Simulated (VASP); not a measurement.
# SiW3 (I4/mmm) in VASP: a series of runs

The runs below take SiW3 through single point, with PBEsol.

Program: VASP 6.6.1. These are calculated values, not measurements. Logs are shortened: lines on timing, memory, paths and dates and some standing lists are left out, and cuts for length are marked.

### 1 The cell of the first run

Symmetry: I4/mmm, No. 139, tetragonal system. Conventional cell: a = 4.897 Å, b = 4.897 Å, c = 5.026 Å, α = 90.00°, β = 90.00°, γ = 90.00°. Within 3.2 Å of Si (site symmetry 4/mmm) lie 6 W at 2.45 to 2.51 Å. Within 3.2 Å of W (site symmetry 4/mmm) lie 4 W at 2.45 Å and 2 Si at 2.51 Å. Within 3.2 Å of W (site symmetry mmm) lie 2 Si at 2.45 Å and 4 W at 2.45 to 2.51 Å.

### 2 Single point, PBEsol (strain -0.050 along x and y, -0.025 along z)

INCAR

```
ALGO = Fast
EDIFF = 1E-6
ENCUT = 520
GGA = PS
ISIF = 2
ISMEAR = 0
LASPH = True
LCHARG = False
LREAL = False
LWAVE = False
NBANDS = 31
NELM = 100
PREC = Accurate
SIGMA = 0.15
```

KPOINTS

```
k-points
0
Gamma
  14 14 14
```

POSCAR

```
SiW3
1.0
   -2.4483355223      2.4483355223      2.5127654044
    2.4483355223     -2.4483355223      2.5127654044
    2.4483355223      2.4483355223     -2.5127654044
Si W
1 3
Direct
    0.0000000000      0.0000000000      0.0000000000
    0.5000000000      0.5000000000      0.0000000000
    0.5000000000      0.0000000000      0.5000000000
    0.0000000000      0.5000000000      0.5000000000
```

Potentials or basis: VASP PAW PBE potentials, release 64 (Si, W_sv).

Launch:

```console
$ cat potpaw_PBE.64/Si/POTCAR potpaw_PBE.64/W_sv/POTCAR > POTCAR
$ mpirun -np 1 vasp_std > vasp.out
```

OUTCAR:

```text
EDIFF = 1E-6
   ENCUT = 520
   GGA = PS
   ISIF = 2
   ISMEAR = 0
   LASPH = True
   LREAL = False
   NELM = 100
   PREC = Accurate

 ion  position               nearest neighbor table
   1  0.000  0.000  0.000-   3 2.45   4 2.45   4 2.45   3 2.45   2 2.51   2 2.51
   2  0.500  0.500  0.000-   3 2.45   4 2.45   3 2.45   4 2.45   1 2.51   1 2.51
   3  0.500  0.000  0.500-   1 2.45   2 2.45   2 2.45   1 2.45   4 2.51   4 2.51   4 3.46   4 3.46
                             4 3.46   4 3.46
   4  0.000  0.500  0.500-   1 2.45   2 2.45   1 2.45   2 2.45   3 2.51   3 2.51   3 3.46   3 3.46
                             3 3.46   3 3.46

  LATTYP: Found a body centered tetragonal cell.
 ALAT       =     4.8966710446
 C/A-ratio  =     1.0263157894

  Lattice vectors:

 A1 = (  -2.4483355223,   2.4483355223,   2.5127654044)
 A2 = (   2.4483355223,  -2.4483355223,   2.5127654044)
 A3 = (   2.4483355223,   2.4483355223,  -2.5127654044)

Analysis of symmetry for initial positions (statically):
=====================================================================
 Subroutine PRICEL returns:
 Original cell was already a primitive cell.

 Routine SETGRP: Setting up the symmetry group for a
 body centered tetragonal supercell.

 Subroutine GETGRP returns: Found 16 space group operations
 (whereof 16 operations were pure point group operations)
 out of a pool of 16 trial point group operations.

The static configuration has the point symmetry D_4h.

Analysis of symmetry for dynamics (positions and initial velocities):
=====================================================================
 Subroutine PRICEL returns:
 Original cell was already a primitive cell.

 Routine SETGRP: Setting up the symmetry group for a
 body centered tetragonal supercell.

 Subroutine GETGRP returns: Found 16 space group operations
 (whereof 16 operations were pure point group operations)
 out of a pool of 16 trial point group operations.

The dynamic configuration has the point symmetry D_4h.

 Subroutine INISYM returns: Found 16 space group operations
 (whereof 16 operations are pure point group operations),
 and found     1 'primitive' translations

----------------------------------------------------------------------------------------

                                     Primitive cell

  volume of cell :      60.2495

  direct lattice vectors                    reciprocal lattice vectors
    -2.448335522  2.448335522  2.512765404     0.000000000  0.204220376  0.198983956
     2.448335522 -2.448335522  2.512765404     0.204220376  0.000000000  0.198983956
     2.448335522  2.448335522 -2.512765404     0.204220376  0.204220376  0.000000000

  length of vectors
     4.278163582  4.278163582  4.278163582     0.285132559  0.285132559  0.288811225

  position of ions in fractional coordinates (direct lattice)
     0.000000000  0.000000000  0.000000000
     0.500000000  0.500000000  0.000000000
     0.500000000  0.000000000  0.500000000
     0.000000000  0.500000000  0.500000000

  ion indices of the primitive-cell ions
   primitive index   ion index
                 1           1
                 2           2
                 3           3
                 4           4

----------------------------------------------------------------------------------------

 KPOINTS: k-points

Automatic generation of k-mesh.
 Grid dimensions read from file:
 generate k-points for:   14   14   14

 Generating k-lattice:

  Cartesian coordinates                     Fractional coordinates (reciprocal lattice)
     0.000000000  0.014587170  0.014213140     0.071428571  0.000000000  0.000000000
     0.014587170  0.000000000  0.014213140     0.000000000  0.071428571  0.000000000
     0.014587170  0.014587170  0.000000000     0.000000000  0.000000000  0.071428571

  Length of vectors
     0.020366611  0.020366611  0.020629373

  Shift w.r.t. Gamma in fractional coordinates (k-lattice)
     0.000000000  0.000000000  0.000000000

 Subroutine IBZKPT returns following result:
 ===========================================

 Found    244 irreducible k-points:

 Following reciprocal coordinates:
            Coordinates               Weight
  0.000000  0.000000  0.000000      1.000000
  0.071429 -0.000000  0.000000      8.000000
  0.142857  0.000000  0.000000      8.000000
  0.214286  0.000000 -0.000000      8.000000
  0.285714 -0.000000  0.000000      8.000000
  0.357143  0.000000  0.000000      8.000000
[... 16 lines left out ...]
  0.214286  0.142857  0.000000     16.000000
  0.285714  0.142857  0.000000     16.000000
 [... further k-points ...]
   k-points           NKPTS =    244   k-points in BZ     NKDIM =    244   number of bands    NBANDS=     31
   number of dos      NEDOS =    301   number of ions     NIONS =      4
   total plane-waves  NPLWV =  32768
   dimension x,y,z NGX =    32 NGY =   32 NGZ =   32
   dimension x,y,z NGXF=    64 NGYF=   64 NGZF=   64
   ions per type =               1   3
   NGX,Y,Z   is equivalent  to a cutoff of  12.43, 12.43, 12.43 a.u.
   NGXF,Y,Z  is equivalent  to a cutoff of  24.87, 24.87, 24.87 a.u.
 SYSTEM =  unknown system
   PREC   = accura    normal or accurate (medium, high low for compatibility)
   ISTART =      0    job   : 0-new  1-cont  2-samecut
   ICHARG =      2    charge: 1-file 2-atom 10-const
   ISPIN  =      1    spin polarized calculation?
   LNONCOLLINEAR =      F non collinear calculations
   LSORBIT =      F    spin-orbit coupling
   LASPH  =      T    aspherical Exc in radial PAW
   ENCUT  =  520.0 eV  38.22 Ry    6.18 a.u.   7.95  7.95  7.95*2*pi/ulx,y,z
   NELM   =    100;   NELMIN=  2; NELMDL= -5     # of ELM steps
   EDIFF  = 0.1E-05   stopping-criterion for ELM
   LREAL  =      F    real-space projection
   EDIFFG = 0.1E-04   stopping-criterion for IOM
   NSW    =      0    number of steps for IOM
   IBRION =     -1    ionic relax: 0-MD 1-quasi-New 2-CG
   NFREE  =      0    steps in history (QN), initial steepest desc. (CG)
   ISIF   =      2    stress and relaxation
   ISYM   =      2    0-nonsym 1-usesym 2-fastsym
   POTIM  = 0.5000    time-step for ionic-motion
   TEBEG  =    0.0;   TEEND  =   0.0 temperature during run
   PSTRESS=    0.0 pullay stress
   NELECT =      46.0000    total number of electrons
   NUPDOWN=      -1.0000    fix difference up-down
   EMIN   =  10.00;   EMAX   =-10.00  energy-range for DOS
   EFERMI =   0.00;   METHOD = LEGACY
   ISMEAR =     0;   SIGMA  =   0.15  broadening in eV -4-tet -1-fermi 0-gaus
   EFERMI_NEDOS =   21; number of points for ismear=-14 and -15
   IALGO  =     68    algorithm
   IMIX   =      4    mixing-type and parameters
     AMIX     =   0.40;   BMIX     =  1.00
     AMIX_MAG =   1.60;   BMIX_MAG =  1.00
  volume/ion in A,a.u.               =      15.06       101.65
  Fermi-wavevector in a.u.,A,eV,Ry     =   1.496268  2.827537 30.460984  2.238819
  Thomas-Fermi vector in A             =   2.608307
   LORBIT       =      0    0 simple, 1 ext, 2 COOP (PROOUT), +10 PAW based schemes
   GGA     = PS    functional components
   LHFCALC =     F    Hartree Fock is set to
   AEXX    =    0.0000 exact exchange contribution
   IVDW    =     0    specifies the selected vdW correction
   LEPSILON=     F    determine dielectric tensor
   LRPA    =     F    only Hartree local field effects (RPA)
 non-spin polarized calculation
 RMM-DIIS sequential band-by-band and
 Gauss-broadening in eV      SIGMA  =   0.15
  energy-cutoff  :      520.00
  volume of cell :       60.25
 maximum number of plane-waves:      1646
   NGX = 15   NGY = 15   NGZ = 15

 number of electron      45.9999992 magnetization

 Free energy of the ion-electron system (eV)
  ---------------------------------------------------
  ext. energy  EPLUGINS =         0.00000000
  ---------------------------------------------------
  free energy    TOTEN  =       -40.82643502 eV

  energy without entropy =      -40.78300886  energy(sigma->0) =      -40.80472194

 E-fermi :  11.0871     XC(G=0): -13.2071

 val. band max:       11.0868472275   @ k =  -0.4286   0.4286   0.2857
 cond. band min:      11.0895348826   @ k =   0.5000   0.2857   0.0000
 fundamental gap:      0.0026876551
 Fermi energy:        11.0870774725

 k-point     1 :       0.0000    0.0000    0.0000
  band No.  band energies     occupation
      1     -62.7754      2.00000
      2     -62.4732      2.00000
      3     -62.4476      2.00000
      4     -28.0633      2.00000
      5     -28.0633      2.00000
      6     -27.8045      2.00000
[... 23 lines left out ...]
     30      15.7274      0.00000
     31      17.4541      0.00000

 k-point     2 :       0.0714   -0.0000    0.0000
  band No.  band energies     occupation
      1     -62.7722      2.00000
      2     -62.4754      2.00000
      3     -62.4487      2.00000
      4     -28.0638      2.00000
      5     -28.0381      2.00000
      6     -27.7838      2.00000
[... 23 lines left out ...]
     30      15.5929      0.00000
     31      17.2600      0.00000

 k-point     3 :       0.1429    0.0000    0.0000
  band No.  band energies     occupation
      1     -62.7626      2.00000
      2     -62.4829      2.00000
      3     -62.4512      2.00000
      4     -28.0652      2.00000
      5     -27.9636      2.00000
      6     -27.7225      2.00000
[... 23 lines left out ...]
     30      15.3530      0.00000
     31      16.7003      0.00000

 k-point     4 :       0.2143    0.0000   -0.0000
  band No.  band energies     occupation
      1     -62.7475      2.00000
      2     -62.4962      2.00000
      3     -62.4535      2.00000
      4     -28.0673      2.00000
      5     -27.8428      2.00000
      6     -27.6233      2.00000
[... 23 lines left out ...]
     30      15.1865      0.00000
     31      15.9467      0.00000

 k-point     5 :       0.2857   -0.0000    0.0000
  band No.  band energies     occupation
      1     -62.7283      2.00000
      2     -62.5143      2.00000
      3     -62.4551      2.00000
      4     -28.0696      2.00000
      5     -27.6812      2.00000
      6     -27.4909      2.00000
[... 23 lines left out ...]
     30      15.0262      0.00000
     31      15.1685      0.00000
[... 542 lines left out ...]
     30      15.4744      0.00000
     31      17.5293      0.00000

 k-point    22 :       0.1429    0.1429    0.0000
  band No.  band energies     occupation
      1     -62.7408      2.00000
      2     -62.5054      2.00000
      3     -62.4510      2.00000
      4     -27.9712      2.00000
      5     -27.9657      2.00000
      6     -27.4855      2.00000
[... 23 lines left out ...]
     30      15.3472      0.00000
     31      15.7603      0.00000

 k-point    23 :       0.2143    0.1429    0.0000
  band No.  band energies     occupation
      1     -62.7225      2.00000
      2     -62.5221      2.00000
      3     -62.4531      2.00000
      4     -27.9713      2.00000
      5     -27.8494      2.00000
      6     -27.3212      2.00000
[... 23 lines left out ...]
     30      15.0537      0.00000
     31      16.4202      0.00000

 k-point    24 :       0.2857    0.1429    0.0000
  band No.  band energies     occupation
      1     -62.7017      2.00000
      2     -62.5412      2.00000
      3     -62.4553      2.00000
      4     -27.9735      2.00000
      5     -27.6901      2.00000
      6     -27.1411      2.00000
[... 23 lines left out ...]
     30      15.2819      0.00000
     31      15.7483      0.00000

 [... further k-points ...]
[... 5 lines left out ...]
  --------------------------------------------------------------------------------------
  -------------------------------------------------------------------------------------
  Total       15.3677276     15.3677276      9.6239421      0.0000000     -0.0000000      0.0000000
  in kB      408.6640494    408.6640494    255.9232719      0.0000000     -0.0000000      0.0000000
  external PRESSURE =     357.7504569 kB  Pullay stress =       0.0000000 kB

 VOLUME and BASIS-vectors are now :
 -----------------------------------------------------------------------------
  energy-cutoff  :      520.00
  volume of cell :       60.25
      direct lattice vectors                 reciprocal lattice vectors
    -2.448335522  2.448335522  2.512765404     0.000000000  0.204220376  0.198983956
     2.448335522 -2.448335522  2.512765404     0.204220376  0.000000000  0.198983956
     2.448335522  2.448335522 -2.512765404     0.204220376  0.204220376  0.000000000

 POSITION                                       TOTAL-FORCE (eV/Angst)
 -----------------------------------------------------------------------------------
      0.00000      0.00000      0.00000        -0.000000      0.000000     -0.000000
      0.00000      0.00000      2.51277        -0.000000     -0.000000     -0.000000
      0.00000      2.44834      0.00000        -0.000000      0.000000     -0.000000
      2.44834      0.00000      0.00000         0.000000      0.000000      0.000000
 -----------------------------------------------------------------------------------
    total drift:                               -0.000000     -0.000000      0.000000

  FREE ENERGIE OF THE ION-ELECTRON SYSTEM (eV)
  ---------------------------------------------------
  free  energy   TOTEN  =       -40.8264350204 eV

  energy  without entropy=      -40.7830088575  energy(sigma->0) =      -40.80472194
```

It took 8.7 min on 1 thread of Intel Xeon 8259CL, shared host; peak memory 0.45 GiB.

Results:

```yaml
Free_energy: -40.8264 eV
Pressure: 35.8 GPa
Band_gap_on_the_k_mesh: zero (bands 23 and 24 overlap by 2.02 eV)
```

Caveat: the cell differs from its parent crystal (strain -0.050 along x and y, -0.025 along z); the stress differs along the axes, from 26 to 41 GPa; the PAW data sets were made with another functional, which shifts forces and pressure a little; spin-orbit coupling is left out, which moves the levels of the heavy elements.

### 3 Single point, PBEsol

INCAR

```
PREC = Accurate
ENCUT = 520
EDIFF = 1E-7
ISMEAR = 0
SIGMA = 0.15
LREAL = F
LASPH = T
NELM = 60
ALGO = Fast
ISIF = 2
LWAVE = F
LCHARG = F
GGA = PS
NBANDS = 31
```

KPOINTS

```
Automatic mesh
0
Gamma
  14 14 14
  0.5 0.5 0.5
```

POSCAR is that of step 2.

Potentials or basis: VASP PAW PBE potentials, release 64 (Si, W_sv).

Launch:

```console
$ cat potpaw_PBE.64/Si/POTCAR potpaw_PBE.64/W_sv/POTCAR > POTCAR
$ mpirun -np 1 vasp_std > vasp.out
```

Run time: 10 min. Hardware: 1 thread of Intel Xeon 8259CL, shared host; peak memory 0.45 GiB.

It converged, with:

- Free energy: -40.8275 eV
- Pressure: 35.8 GPa
- Band gap on the k mesh: zero (bands 23 and 24 overlap by 1.90 eV)

Stress tensor (GPa, compression positive):
```
40.86  0.00  0.00
 0.00 40.86  0.00
 0.00  0.00 25.56
```

Levels at points of the mesh, in eV from the Fermi level:
```
           k point  band 20  band 21  band 22  band 23  band 24  band 25  band 26  band 27
(0.04, 0.04, 0.04)    -1.00    -0.98    -0.28     1.24     1.28     2.09     2.34     2.42
```

Caveat: the stress differs along the axes, from 26 to 41 GPa; the PAW data sets were made with another functional, which shifts forces and pressure a little; spin-orbit coupling is left out, which moves the levels of the heavy elements.
